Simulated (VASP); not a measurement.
# Ta (P6_3/mmc) in VASP: further runs, part 2 of 2

VASP 6.6.1. The steps go on from the part before.

### 5 Single point, LDA (volume scaled by 0.96)

INCAR reads:

```
SYSTEM = Ta
PREC = Accurate
ENCUT = 520
EDIFF = 1E-6
ISMEAR = -1
SIGMA = 0.1
LREAL = .False.
LASPH = .True.
NELM = 100
ALGO = Normal
ISIF = 2
LWAVE = .False.
LCHARG = .False.
NBANDS = 18
```

KPOINTS reads:

```
regular mesh
0
Gamma
  14 14 7
  0 0 0
```

POSCAR reads:

```
Ta
1.0
    2.7972310278      0.0000000000      0.0000000000
   -1.3986155139      2.4224731303      0.0000000000
    0.0000000000      0.0000000000      5.0071797387
Ta
2
Direct
    0.3333333333      0.6666666667      0.2500000000
    0.6666666667      0.3333333333      0.7500000000
```

Potentials or basis: VASP PAW LDA potentials, release 64 (Ta_pv).

Run with:

```
> cat potpaw_LDA.64/Ta_pv/POTCAR > POTCAR
> mpirun -np 1 vasp_std > vasp.out
```

OUTCAR:

```text
SYSTEM = Ta
   PREC = Accurate
   ENCUT = 520
   EDIFF = 1E-6
   ISMEAR = -1
   LREAL = .False.
   LASPH = .True.
   NELM = 100
   ISIF = 2

 ion  position               nearest neighbor table
   1  0.333  0.667  0.250-   2 2.98   2 2.98   2 2.98   2 2.98   2 2.98   2 2.98
   2  0.667  0.333  0.750-   1 2.98   1 2.98   1 2.98   1 2.98   1 2.98   1 2.98

  LATTYP: Found a hexagonal cell.
 ALAT       =     2.7972310278
 C/A-ratio  =     1.7900486906

  Lattice vectors:

 A1 = (   2.7972310278,   0.0000000000,   0.0000000000)
 A2 = (  -1.3986155139,   2.4224731303,   0.0000000000)
 A3 = (   0.0000000000,   0.0000000000,   5.0071797387)

Analysis of symmetry for initial positions (statically):
=====================================================================
 Subroutine PRICEL returns:
 Original cell was already a primitive cell.

 Routine SETGRP: Setting up the symmetry group for a
 hexagonal supercell.

 Subroutine GETGRP returns: Found 24 space group operations
 (whereof 12 operations were pure point group operations)
 out of a pool of 24 trial point group operations.

The static configuration has the point symmetry D_3d.
 The point group associated with its full space group is D_6h.

Analysis of symmetry for dynamics (positions and initial velocities):
=====================================================================
 Subroutine PRICEL returns:
 Original cell was already a primitive cell.

 Routine SETGRP: Setting up the symmetry group for a
 hexagonal supercell.

 Subroutine GETGRP returns: Found 24 space group operations
 (whereof 12 operations were pure point group operations)
 out of a pool of 24 trial point group operations.

The dynamic configuration has the point symmetry D_3d.
 The point group associated with its full space group is D_6h.

 Subroutine INISYM returns: Found 24 space group operations
 (whereof 12 operations are pure point group operations),
 and found     1 'primitive' translations

----------------------------------------------------------------------------------------

                                     Primitive cell

  volume of cell :      33.9297

  direct lattice vectors                    reciprocal lattice vectors
     2.797231028  0.000000000  0.000000000     0.357496392  0.206400638  0.000000000
    -1.398615514  2.422473130  0.000000000     0.000000000  0.412801276  0.000000000
     0.000000000  0.000000000  5.007179739     0.000000000  0.000000000  0.199713222

  length of vectors
     2.797231028  2.797231028  5.007179739     0.412801276  0.412801276  0.199713222

  position of ions in fractional coordinates (direct lattice)
     0.333333333  0.666666667  0.250000000
     0.666666667  0.333333333  0.750000000

  ion indices of the primitive-cell ions
   primitive index   ion index
                 1           1
                 2           2

----------------------------------------------------------------------------------------

 KPOINTS: regular mesh

Automatic generation of k-mesh.
 Grid dimensions read from file:
 generate k-points for:   14   14    7

 Generating k-lattice:

  Cartesian coordinates                     Fractional coordinates (reciprocal lattice)
     0.025535457  0.014742903  0.000000000     0.071428571  0.000000000  0.000000000
     0.000000000  0.029485805  0.000000000     0.000000000  0.071428571  0.000000000
     0.000000000  0.000000000  0.028530460     0.000000000  0.000000000  0.142857143

  Length of vectors
     0.029485805  0.029485805  0.028530460

  Shift w.r.t. Gamma in fractional coordinates (k-lattice)
     0.000000000  0.000000000  0.000000000

 Subroutine IBZKPT returns following result:
 ===========================================

 Found     96 irreducible k-points:

 Following reciprocal coordinates:
            Coordinates               Weight
  0.000000  0.000000  0.000000      1.000000
  0.071429 -0.000000  0.000000      6.000000
  0.142857 -0.000000  0.000000      6.000000
  0.214286  0.000000  0.000000      6.000000
  0.285714  0.000000  0.000000      6.000000
  0.357143  0.000000  0.000000      6.000000
[... 16 lines left out ...]
  0.285714  0.285714  0.000000      6.000000
  0.357143  0.285714  0.000000      6.000000
 [... further k-points ...]
   k-points           NKPTS =     96   k-points in BZ     NKDIM =     96   number of bands    NBANDS=     18
   number of dos      NEDOS =    301   number of ions     NIONS =      2
   total plane-waves  NPLWV =  23040
   dimension x,y,z NGX =    24 NGY =   24 NGZ =   40
   dimension x,y,z NGXF=    48 NGYF=   48 NGZF=   80
   ions per type =               2
   NGX,Y,Z   is equivalent  to a cutoff of  14.26, 14.26, 13.28 a.u.
   NGXF,Y,Z  is equivalent  to a cutoff of  28.53, 28.53, 26.56 a.u.
 SYSTEM =  Ta
   PREC   = accura    normal or accurate (medium, high low for compatibility)
   ISTART =      0    job   : 0-new  1-cont  2-samecut
   ICHARG =      2    charge: 1-file 2-atom 10-const
   ISPIN  =      1    spin polarized calculation?
   LNONCOLLINEAR =      F non collinear calculations
   LSORBIT =      F    spin-orbit coupling
   LASPH  =      T    aspherical Exc in radial PAW
   ENCUT  =  520.0 eV  38.22 Ry    6.18 a.u.   5.20  5.20  9.31*2*pi/ulx,y,z
   NELM   =    100;   NELMIN=  2; NELMDL= -5     # of ELM steps
   EDIFF  = 0.1E-05   stopping-criterion for ELM
   LREAL  =      F    real-space projection
   EDIFFG = 0.1E-04   stopping-criterion for IOM
   NSW    =      0    number of steps for IOM
   IBRION =     -1    ionic relax: 0-MD 1-quasi-New 2-CG
   NFREE  =      0    steps in history (QN), initial steepest desc. (CG)
   ISIF   =      2    stress and relaxation
   ISYM   =      2    0-nonsym 1-usesym 2-fastsym
   POTIM  = 0.5000    time-step for ionic-motion
   TEBEG  =    0.0;   TEEND  =   0.0 temperature during run
   PSTRESS=    0.0 pullay stress
   NELECT =      22.0000    total number of electrons
   NUPDOWN=      -1.0000    fix difference up-down
   EMIN   =  10.00;   EMAX   =-10.00  energy-range for DOS
   EFERMI =   0.00;   METHOD = LEGACY
   ISMEAR =    -1;   SIGMA  =   0.10  broadening in eV -4-tet -1-fermi 0-gaus
   EFERMI_NEDOS =   21; number of points for ismear=-14 and -15
   IALGO  =     38    algorithm
   IMIX   =      4    mixing-type and parameters
     AMIX     =   0.40;   BMIX     =  1.00
     AMIX_MAG =   1.60;   BMIX_MAG =  1.00
  volume/ion in A,a.u.               =      16.96       114.48
  Fermi-wavevector in a.u.,A,eV,Ry     =   1.416953  2.677654 27.317191  2.007757
  Thomas-Fermi vector in A             =   2.538234
   LORBIT       =      0    0 simple, 1 ext, 2 COOP (PROOUT), +10 PAW based schemes
   GGA     = CA    functional components
   LHFCALC =     F    Hartree Fock is set to
   AEXX    =    0.0000 exact exchange contribution
   IVDW    =     0    specifies the selected vdW correction
   LEPSILON=     F    determine dielectric tensor
   LRPA    =     F    only Hartree local field effects (RPA)
 non-spin polarized calculation
  energy-cutoff  :      520.00
  volume of cell :       33.93
 maximum number of plane-waves:       924
 NGX is ok and might be reduce to    24
   NGX = 11   NGY = 11   NGZ = 19

 number of electron      22.0000000 magnetization

 Free energy of the ion-electron system (eV)
  ---------------------------------------------------
  ext. energy  EPLUGINS =         0.00000000
  ---------------------------------------------------
  free energy    TOTEN  =       -25.03230686 eV

  energy without entropy =      -24.95428204  energy(sigma->0) =      -24.99329445

 E-fermi :   6.3326     XC(G=0): -13.0898

 val. band max:        6.3314727505   @ k =   0.3571   0.0000   0.0000
 cond. band min:       6.3393292109   @ k =   0.2143   0.1429   0.0000
 fundamental gap:      0.0078564604
 Fermi energy:         6.3326498807

 k-point     1 :       0.0000    0.0000    0.0000
  band No.  band energies     occupation
      1     -28.0549      2.00000
      2     -26.8917      2.00000
      3     -26.7331      2.00000
      4     -26.7331      2.00000
      5     -26.6203      2.00000
      6     -26.6203      2.00000
[... 10 lines left out ...]
     17      12.0457      0.00000
     18      12.0457      0.00000

 k-point     2 :       0.0714   -0.0000    0.0000
  band No.  band energies     occupation
      1     -28.0315      2.00000
      2     -26.8938      2.00000
      3     -26.8105      2.00000
      4     -26.7538      2.00000
      5     -26.6996      2.00000
      6     -26.6341      2.00000
[... 10 lines left out ...]
     17      12.1455      0.00000
     18      12.5559      0.00000
[... 442 lines left out ...]
 k-point    24 :       0.3571    0.2857    0.0000
  band No.  band energies     occupation
      1     -27.8913      2.00000
      2     -27.7448      2.00000
      3     -27.6443      2.00000
      4     -27.4811      2.00000
      5     -27.2749      2.00000
      6     -27.1819      2.00000
[... 10 lines left out ...]
     17      14.6635      0.00000
     18      14.8702      0.00000

 [... further k-points ...]
[... 5 lines left out ...]
  --------------------------------------------------------------------------------------
  -------------------------------------------------------------------------------------
  Total        2.3381955      2.3381955      1.9622883      0.0000000      0.0000000      0.0000000
  in kB      110.4106372    110.4106372     92.6601327      0.0000000      0.0000000      0.0000000
  external PRESSURE =     104.4938023 kB  Pullay stress =       0.0000000 kB

 VOLUME and BASIS-vectors are now :
 -----------------------------------------------------------------------------
  energy-cutoff  :      520.00
  volume of cell :       33.93
      direct lattice vectors                 reciprocal lattice vectors
     2.797231028  0.000000000  0.000000000     0.357496392  0.206400638  0.000000000
    -1.398615514  2.422473130  0.000000000     0.000000000  0.412801276  0.000000000
     0.000000000  0.000000000  5.007179739     0.000000000  0.000000000  0.199713222

 POSITION                                       TOTAL-FORCE (eV/Angst)
 -----------------------------------------------------------------------------------
     -0.00000      1.61498      1.25179        -0.000000      0.000000      0.000000
      1.39862      0.80749      3.75538         0.000000     -0.000000      0.000000
 -----------------------------------------------------------------------------------
    total drift:                               -0.000000      0.000000     -0.000000

  FREE ENERGIE OF THE ION-ELECTRON SYSTEM (eV)
  ---------------------------------------------------
  free  energy   TOTEN  =       -25.0323068562 eV

  energy  without entropy=      -24.9542820382  energy(sigma->0) =      -24.99329445
```

stdout:

```text
POSCAR found type information on POSCAR Ta
 POSCAR found :  1 types and       2 ions
 scaLAPACK will be used
 LDA part: xc-table for (Slater(with rela. corr.)+CA(PZ))
 , standard interpolation
 POSCAR, INCAR and KPOINTS ok, starting setup
 FFT: planning ... GRIDC
 FFT: planning ... GRID_SOFT
 FFT: planning ... GRID
 WAVECAR not read
 entering main loop
```

It took 28 s on 1 thread of AMD EPYC 9R45 (Zen 5), shared host; peak memory 0.14 GiB.

What came out:

- Free energy: -25.0323 eV
- Pressure: 10.4 GPa
- Band gap on the k mesh: zero (band 11 reaches 7.87 eV, above the bottom of band 12 at 5.70 eV)

Stress tensor (GPa, compression positive):
```
11.04  0.00  0.00
 0.00 11.04  0.00
 0.00  0.00  9.27
```

Caveat: spin-orbit coupling is left out, which moves the levels of the heavy elements.

### 6 Single point, LDA

INCAR reads:

```
SYSTEM = Ta
PREC = Accurate
ENCUT = 520
EDIFF = 1E-7
ISMEAR = -1
SIGMA = 0.1
LREAL = .FALSE.
LASPH = .TRUE.
NELM = 100
ALGO = Normal
ISIF = 2
LWAVE = .FALSE.
LCHARG = .FALSE.
NBANDS = 18
```

KPOINTS reads:

```
Automatic mesh
0
G
  14 14 7
  0 0 0
```

POSCAR reads:

```
Ta
1.0
    2.8355540233      0.0000000000      0.0000000000
   -1.4177770117      2.4556618179      0.0000000000
    0.0000000000      0.0000000000      5.0757797665
Ta
2
Direct
    0.3333333333      0.6666666667      0.2500000000
    0.6666666667      0.3333333333      0.7500000000
```

Potentials or basis: VASP PAW LDA potentials, release 64 (Ta_pv).

Run with:

```
> cat potpaw_LDA.64/Ta_pv/POTCAR > POTCAR
> mpirun -np 1 vasp_std > vasp.out
```

Wall time 28 s (1 thread of AMD EPYC 9R45 (Zen 5), shared host); peak memory 0.14 GiB.

It converged, with:

* Free energy: -25.0825 eV
* Pressure: 1.1 GPa
* Band gap on the k mesh: zero (band 11 reaches 7.38 eV, above the bottom of band 12 at 5.35 eV)

Stress tensor (GPa, compression positive):
```
1.41 0.00 0.00
0.00 1.41 0.00
0.00 0.00 0.49
```

Levels at points of the mesh, in eV from the Fermi level:
```tsv
k point	band 8	band 9	band 10	band 11	band 12	band 13	band 14	band 15
(0.00, 0.00, 0.00)	-5.08	-0.72	0.20	0.57	0.57	1.17	1.17	3.15
(0.50, 0.00, 0.00)	-4.12	-3.61	-0.43	-0.20	0.54	0.86	5.88	6.95
```

Caveat: spin-orbit coupling is left out, which moves the levels of the heavy elements.

### 7 Overview

| cell | k mesh | gap on the mesh (eV) | pressure (GPa) |
| --- | --- | --- | --- |
| a = 2.836, b = 2.836, c = 5.076 Å, angles 90.0, 90.0, 120.0°, 2 atoms | 12 × 12 × 7 | none | 0.8 |
| a = 2.717, b = 2.717, c = 4.864 Å, angles 90.0, 90.0, 120.0°, 2 atoms | 14 × 14 × 7 | none | 35.6 |
| a = 2.758, b = 2.758, c = 4.937 Å, angles 90.0, 90.0, 120.0°, 2 atoms | 14 × 14 × 7 | none | 21.8 |
| a = 2.797, b = 2.797, c = 5.007 Å, angles 90.0, 90.0, 120.0°, 2 atoms | 14 × 14 × 7 | none | 10.4 |
| a = 2.836, b = 2.836, c = 5.076 Å, angles 90.0, 90.0, 120.0°, 2 atoms | 14 × 14 × 7 | none | 1.1 |

Alike in all rows: task single point; level LDA; potentials or basis VASP PAW LDA potentials, release 64 (Ta_pv); no spin polarisation; cutoff (eV) 520; smearing fermi-dirac 0.1 eV.

Caveats: spin-orbit coupling is left out, which moves the levels of the heavy elements.

Total energies depend on the potentials used, so only differences within one code and one set of settings carry meaning.
